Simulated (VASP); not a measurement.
Write the native input for VASP 6.6.1 that does the following.

| Property | Result |
| --- | --- |
| Task | single point |
| Functional | PBE |
| Potentials or basis | VASP PAW PBE potentials, release 64 (Ir) |
| Cutoff | 520 eV |
| k mesh | 13 × 13 × 1 |
| Occupations | gaussian, width 0.1 eV |
| Spin | no spin polarisation |
| Dipole correction | yes |
| Electric field (eV/Å) | -0.3 |
| Further INCAR settings | ALGO = Fast; EDIFF = 1e-06; NBANDS = 36; EFIELD = 0.3 |

The structure of Ir lies in POSCAR:

```
Ir
1.0
    2.7369673168      0.0000000000      0.0000000000
    0.0000000000      2.7369673168      0.0000000000
    0.0000000000      0.0000000000     24.6766407480
Ir
6
Direct
    0.5000000000      0.5000000000      0.3039311581
    0.0000000000      0.0000000000      0.3823586948
    0.5000000000      0.5000000000      0.4607862316
    0.0000000000      0.0000000000      0.5392137684
    0.5000000000      0.5000000000      0.6176413052
    0.0000000000      0.0000000000      0.6960688419
```

The input as run:

INCAR

```
  ALGO = Fast
  DIPOL = 0.5 0.5 0.500
  EDIFF = 1E-6
  EFIELD = 0.3
  ENCUT = 520
  GGA = PE
  IDIPOL = 3
  ISIF = 2
  ISMEAR = 0
  LASPH = T
  LCHARG = F
  LDIPOL = T
  LREAL = F
  LWAVE = F
  NBANDS = 36
  NELM = 100
  PREC = Accurate
  SIGMA = 0.1
```

KPOINTS

```
k-points
0
Gamma
  13 13 1
```

Potentials or basis: VASP PAW PBE potentials, release 64 (Ir).

Launch:

```sh
$ cat potpaw_PBE.64/Ir/POTCAR > POTCAR
$ mpirun -np 1 vasp_std > vasp.out
```

Results of the run:

- Largest force: 0.919 eV/Å
- Band gap on the k mesh: zero (band 27 reaches 2.99 eV, above the bottom of band 28 at 0.96 eV)

Caveat: spin-orbit coupling is left out, which moves the levels of the heavy elements.

It took 11 min on 1 thread of Intel(R) Xeon(R) Platinum 8375C CPU @ 2.90GHz (Ice Lake) (shared host), peak memory 0.34 GiB.
